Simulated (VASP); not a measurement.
# ZnBi3 (Pm-3m) in VASP: a series of runs, part 3 of 3

VASP 6.6.1. The steps go on from the part before.

### Step 6. Single point, PBE

This run uses another cell than the first one, of 21.42 Å³/atom, 0.740 times its volume.

INCAR

```
SYSTEM = ZnBi3
  PREC = Accurate
  ENCUT = 520
  EDIFF = 1E-6
  ISMEAR = -1
  SIGMA = 0.05
  LREAL = .False.
  LASPH = .True.
  NELM = 60
  ALGO = Fast
  ISIF = 2
  LWAVE = .False.
  LCHARG = .False.
  GGA = PE
  NBANDS = 36
```

KPOINTS

```
regular mesh
0
Gamma
  6 6 6
  0 0 0
```

POSCAR

```
ZnBi3
1.0
    4.4083899573      0.0000000000      0.0000000000
    0.0000000000      4.4083899573      0.0000000000
    0.0000000000      0.0000000000      4.4083899573
Bi Zn
3 1
Direct
    0.5000000000      0.5000000000      0.0000000000
    0.5000000000      0.0000000000      0.5000000000
    0.0000000000      0.5000000000      0.5000000000
    0.0000000000      0.0000000000      0.0000000000
```

Potentials or basis: VASP PAW PBE potentials, release 64 (Bi_d, Zn).

Command:

```sh
> cat potpaw_PBE.64/Bi_d/POTCAR potpaw_PBE.64/Zn/POTCAR > POTCAR
> mpirun -np 1 vasp_std > vasp.out
```

OUTCAR:

```text
SYSTEM = ZnBi3
   PREC = Accurate
   ENCUT = 520
   EDIFF = 1E-6
   ISMEAR = -1
   LREAL = .False.
   LASPH = .True.
   NELM = 60
   ISIF = 2
   GGA = PE

 ion  position               nearest neighbor table
   1  0.500  0.500  0.000-   2 3.12   3 3.12   4 3.12   2 3.12   3 3.12   2 3.12   4 3.12   2 3.12
                             3 3.12   4 3.12   3 3.12   4 3.12
   2  0.500  0.000  0.500-   1 3.12   3 3.12   4 3.12   1 3.12   4 3.12   1 3.12   3 3.12   1 3.12
                             3 3.12   4 3.12   4 3.12   3 3.12
   3  0.000  0.500  0.500-   1 3.12   2 3.12   4 3.12   1 3.12   4 3.12   2 3.12   4 3.12   4 3.12
                             1 3.12   2 3.12   1 3.12   2 3.12
   4  0.000  0.000  0.000-   1 3.12   2 3.12   3 3.12   2 3.12   3 3.12   1 3.12   3 3.12   3 3.12
                             1 3.12   2 3.12   2 3.12   1 3.12

  LATTYP: Found a simple cubic cell.
 ALAT       =     4.4083899573

  Lattice vectors:

 A1 = (   4.4083899573,   0.0000000000,   0.0000000000)
 A2 = (   0.0000000000,   4.4083899573,   0.0000000000)
 A3 = (   0.0000000000,   0.0000000000,   4.4083899573)

Analysis of symmetry for initial positions (statically):
=====================================================================
 Subroutine PRICEL returns:
 Original cell was already a primitive cell.

 Routine SETGRP: Setting up the symmetry group for a
 simple cubic supercell.

 Subroutine GETGRP returns: Found 48 space group operations
 (whereof 48 operations were pure point group operations)
 out of a pool of 48 trial point group operations.

The static configuration has the point symmetry O_h .

Analysis of symmetry for dynamics (positions and initial velocities):
=====================================================================
 Subroutine PRICEL returns:
 Original cell was already a primitive cell.

 Routine SETGRP: Setting up the symmetry group for a
 simple cubic supercell.

 Subroutine GETGRP returns: Found 48 space group operations
 (whereof 48 operations were pure point group operations)
 out of a pool of 48 trial point group operations.

The dynamic configuration has the point symmetry O_h .

 Subroutine INISYM returns: Found 48 space group operations
 (whereof 48 operations are pure point group operations),
 and found     1 'primitive' translations

----------------------------------------------------------------------------------------

                                     Primitive cell

  volume of cell :      85.6722

  direct lattice vectors                    reciprocal lattice vectors
     4.408389957  0.000000000  0.000000000     0.226840186  0.000000000  0.000000000
     0.000000000  4.408389957  0.000000000     0.000000000  0.226840186  0.000000000
     0.000000000  0.000000000  4.408389957     0.000000000  0.000000000  0.226840186

  length of vectors
     4.408389957  4.408389957  4.408389957     0.226840186  0.226840186  0.226840186

  position of ions in fractional coordinates (direct lattice)
     0.500000000  0.500000000  0.000000000
     0.500000000  0.000000000  0.500000000
[... 27 lines left out ...]

  Shift w.r.t. Gamma in fractional coordinates (k-lattice)
     0.000000000  0.000000000  0.000000000

 Subroutine IBZKPT returns following result:
 ===========================================

 Found     20 irreducible k-points:

 Following reciprocal coordinates:
            Coordinates               Weight
  0.000000  0.000000  0.000000      1.000000
  0.166667  0.000000  0.000000      6.000000
  0.333333  0.000000  0.000000      6.000000
  0.500000  0.000000  0.000000      3.000000
  0.166667  0.166667  0.000000     12.000000
  0.333333  0.166667  0.000000     24.000000
[... 12 lines left out ...]
  0.500000  0.500000  0.333333      6.000000
  0.500000  0.500000  0.500000      1.000000
   k-points           NKPTS =     20   k-points in BZ     NKDIM =     20   number of bands    NBANDS=     36
   number of dos      NEDOS =    301   number of ions     NIONS =      4
   total plane-waves  NPLWV =  46656
   dimension x,y,z NGX =    36 NGY =   36 NGZ =   36
   dimension x,y,z NGXF=    72 NGYF=   72 NGZF=   72
   ions per type =               3   1
   NGX,Y,Z   is equivalent  to a cutoff of  13.58, 13.58, 13.58 a.u.
   NGXF,Y,Z  is equivalent  to a cutoff of  27.15, 27.15, 27.15 a.u.
 SYSTEM =  ZnBi3
   PREC   = accura    normal or accurate (medium, high low for compatibility)
   ISTART =      0    job   : 0-new  1-cont  2-samecut
   ICHARG =      2    charge: 1-file 2-atom 10-const
   ISPIN  =      1    spin polarized calculation?
   LNONCOLLINEAR =      F non collinear calculations
   LSORBIT =      F    spin-orbit coupling
   LASPH  =      T    aspherical Exc in radial PAW
   ENCUT  =  520.0 eV  38.22 Ry    6.18 a.u.   8.20  8.20  8.20*2*pi/ulx,y,z
   NELM   =     60;   NELMIN=  2; NELMDL= -5     # of ELM steps
   EDIFF  = 0.1E-05   stopping-criterion for ELM
   LREAL  =      F    real-space projection
   EDIFFG = 0.1E-04   stopping-criterion for IOM
   NSW    =      0    number of steps for IOM
   IBRION =     -1    ionic relax: 0-MD 1-quasi-New 2-CG
   NFREE  =      0    steps in history (QN), initial steepest desc. (CG)
   ISIF   =      2    stress and relaxation
   ISYM   =      2    0-nonsym 1-usesym 2-fastsym
   POTIM  = 0.5000    time-step for ionic-motion
   TEBEG  =    0.0;   TEEND  =   0.0 temperature during run
   PSTRESS=    0.0 pullay stress
   NELECT =      57.0000    total number of electrons
   NUPDOWN=      -1.0000    fix difference up-down
   EMIN   =  10.00;   EMAX   =-10.00  energy-range for DOS
   EFERMI =   0.00;   METHOD = LEGACY
   ISMEAR =    -1;   SIGMA  =   0.05  broadening in eV -4-tet -1-fermi 0-gaus
   EFERMI_NEDOS =   21; number of points for ismear=-14 and -15
   IALGO  =     68    algorithm
   IMIX   =      4    mixing-type and parameters
     AMIX     =   0.40;   BMIX     =  1.00
     AMIX_MAG =   1.60;   BMIX_MAG =  1.00
  volume/ion in A,a.u.               =      21.42       144.54
  Fermi-wavevector in a.u.,A,eV,Ry     =   1.429178  2.700756 27.790592  2.042551
  Thomas-Fermi vector in A             =   2.549160
   LORBIT       =      0    0 simple, 1 ext, 2 COOP (PROOUT), +10 PAW based schemes
   GGA     = PE    functional components
   LHFCALC =     F    Hartree Fock is set to
   AEXX    =    0.0000 exact exchange contribution
   IVDW    =     0    specifies the selected vdW correction
   LEPSILON=     F    determine dielectric tensor
   LRPA    =     F    only Hartree local field effects (RPA)
 non-spin polarized calculation
 RMM-DIIS sequential band-by-band and
  energy-cutoff  :      520.00
  volume of cell :       85.67
 maximum number of plane-waves:      2325
 NGX is ok and might be reduce to    36
   NGX = 17   NGY = 17   NGZ = 17

 number of electron      56.9999972 magnetization

 Free energy of the ion-electron system (eV)
  ---------------------------------------------------
  ext. energy  EPLUGINS =         0.00000000
  ---------------------------------------------------
  free energy    TOTEN  =        -9.94214215 eV

  energy without entropy =       -9.92828749  energy(sigma->0) =       -9.93521482

 E-fermi :  10.3362     XC(G=0): -11.6698

 val. band max:       10.3054365840   @ k =   0.5000   0.3333   0.1667
 cond. band min:      10.6251630870   @ k =   0.5000   0.1667   0.0000
 fundamental gap:      0.3197265030
 Fermi energy:        10.3361890110

 k-point     1 :       0.0000    0.0000    0.0000
  band No.  band energies     occupation
      1     -13.2071      2.00000
      2     -13.2071      2.00000
      3     -13.2071      2.00000
      4     -13.1666      2.00000
      5     -12.9687      2.00000
      6     -12.9687      2.00000
[... 769 lines left out ...]
     35      18.4783      0.00000
     36      18.8304      0.00000

------------------------ aborting loop because EDIFF is reached ----------------------------------------

  FORCE on cell =-STRESS in cart. coord.  units (eV):
  Direction    XX          YY          ZZ          XY          YZ          ZX
  --------------------------------------------------------------------------------------
  -------------------------------------------------------------------------------------
  Total       16.0147621     16.0147621     16.0147621      0.0000000      0.0000000     -0.0000000
  in kB      299.4960230    299.4960230    299.4960230      0.0000000      0.0000000     -0.0000000
  external PRESSURE =     299.4960230 kB  Pullay stress =       0.0000000 kB

 VOLUME and BASIS-vectors are now :
 -----------------------------------------------------------------------------
  energy-cutoff  :      520.00
  volume of cell :       85.67
      direct lattice vectors                 reciprocal lattice vectors
     4.408389957  0.000000000  0.000000000     0.226840186  0.000000000  0.000000000
     0.000000000  4.408389957  0.000000000     0.000000000  0.226840186  0.000000000
     0.000000000  0.000000000  4.408389957     0.000000000  0.000000000  0.226840186

 POSITION                                       TOTAL-FORCE (eV/Angst)
 -----------------------------------------------------------------------------------
      2.20419      2.20419      0.00000         0.000000      0.000000      0.000000
      2.20419      0.00000      2.20419         0.000000      0.000000      0.000000
      0.00000      2.20419      2.20419         0.000000      0.000000      0.000000
      0.00000      0.00000      0.00000         0.000000      0.000000      0.000000
 -----------------------------------------------------------------------------------
    total drift:                                0.000000      0.000000      0.000000

  FREE ENERGIE OF THE ION-ELECTRON SYSTEM (eV)
  ---------------------------------------------------
  free  energy   TOTEN  =        -9.9421421545 eV

  energy  without entropy=       -9.9282874923  energy(sigma->0) =       -9.93521482
```

Run time: 2 min. Hardware: 1 thread of AMD EPYC 7R43 (Zen 3), shared host; peak memory 0.19 GiB.

Results:

| Quantity | Value |
| --- | --- |
| Free energy | -9.9421 eV |
| Pressure | 29.9 GPa |

Levels at points of the mesh, in eV from the Fermi level:
| k point | band 26 | band 27 | band 28 | band 29 | band 30 | band 31 |
| --- | --- | --- | --- | --- | --- | --- |
| (0.00, 0.00, 0.00) | -5.37 | -2.49 | 1.26 | 1.26 | 1.26 | 2.51 |
| (0.50, 0.00, 0.00) | -3.42 | -2.04 | -2.04 | -0.87 | -0.76 | 3.61 |
| (0.50, 0.50, 0.00) | -1.36 | -1.36 | -1.30 | -0.77 | -0.77 | 0.76 |
| (0.50, 0.50, 0.50) | -6.14 | -6.14 | -3.71 | 5.54 | 5.54 | 6.34 |

Caveat: spin-orbit coupling is left out, which moves the levels of the heavy elements.

### Step 7. Overview

| cell | k mesh | smearing | gap on the mesh (eV) | pressure (GPa) |
| --- | --- | --- | --- | --- |
| a = 4.873 Å, 4 atoms | 5 × 5 × 5 | methfessel-paxton 0.05 eV | none | -0.1 |
| a = 4.873 Å, 4 atoms | 5 × 5 × 5 | methfessel-paxton 0.025 eV | none | -0.1 |
| a = 4.873 Å, 4 atoms | 5 × 5 × 5 | methfessel-paxton 0.01 eV | none | -0.1 |
| a = 4.873 Å, 4 atoms | 5 × 5 × 5 | methfessel-paxton 0.005 eV | none | -0.1 |
| a = 4.408 Å, 4 atoms | 6 × 6 × 6 | fermi-dirac 0.05 eV | none | 29.9 |

Alike in all rows: task single point; level PBE; potentials or basis VASP PAW PBE potentials, release 64 (Bi_d, Zn); no spin polarisation; cutoff (eV) 520.

Every run on the cell as given and a fine mesh finds a metal.

Caveats: spin-orbit coupling is left out, which moves the levels of the heavy elements.

Total energies depend on the potentials used, so only differences within one code and one set of settings carry meaning.
